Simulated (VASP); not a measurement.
Input of a VASP 6.6.1 run:

Contents of INCAR:

```
PREC = Accurate
ENCUT = 520
EDIFF = 1E-7
ISMEAR = -1
SIGMA = 0.05
LREAL = Auto
LASPH = T
NELM = 150
ALGO = Normal
ISIF = 2
LWAVE = F
LCHARG = F
ISPIN = 2
MAGMOM = 0 0 0 0 0 0 0 0.2 0 0.2 0.2 0.2 0 0 0 0.2
LORBIT = 11
GGA = PS
IVDW = 13
NBANDS = 86
```

The input KPOINTS:

```
Automatic mesh
0
Gamma
  2 2 2
  0.5 0.5 0.5
```

File POSCAR:

```
Ga7SiN8
1.0
    6.3654920000      0.0000000000      0.0000000000
    0.0000000000      5.5126780000      0.0000000000
    0.0000000000      0.0000000000      5.1856180000
Ga Si N
7 1 8
Direct
    0.2346610000      0.1778810000      0.4891690000
    0.0050330000      0.6767720000      0.5014440000
    0.7507450000      0.1639490000      0.5057440000
    0.9952070000      0.3393340000      0.0100550000
    0.5006460000      0.3306780000      0.0108370000
    0.2538370000      0.8475700000      0.0201970000
    0.7585870000      0.8244780000      0.0012680000
    0.4974530000      0.6688710000      0.4916080000
    0.0005080000      0.3329840000      0.3629260000
    0.5016160000      0.3206120000      0.3827970000
    0.2432250000      0.8293580000      0.3880900000
    0.7501810000      0.8326560000      0.3816330000
    0.2337440000      0.1844750000      0.8855830000
    0.0089650000      0.6572350000      0.8891960000
    0.7509310000      0.1665510000      0.8729140000
    0.4985720000      0.6700350000      0.8687090000
```

Potentials or basis: VASP PAW PBE potentials, release 64 (Ga_d, Si, N).

The run is started by

```sh
$ cat potpaw_PBE.64/Ga_d/POTCAR potpaw_PBE.64/Si/POTCAR potpaw_PBE.64/N/POTCAR > POTCAR
$ mpirun -np 1 vasp_std > vasp.out
```

(1) What does it give for the largest force?

(2) What does it give for the pressure?

Results:

(1) 2.506 eV/Å.

(2) -1.9 GPa.

Caveat: the k points lie up to 0.61 Å⁻¹ apart; the PAW data sets were made with another functional, which shifts forces and pressure a little.
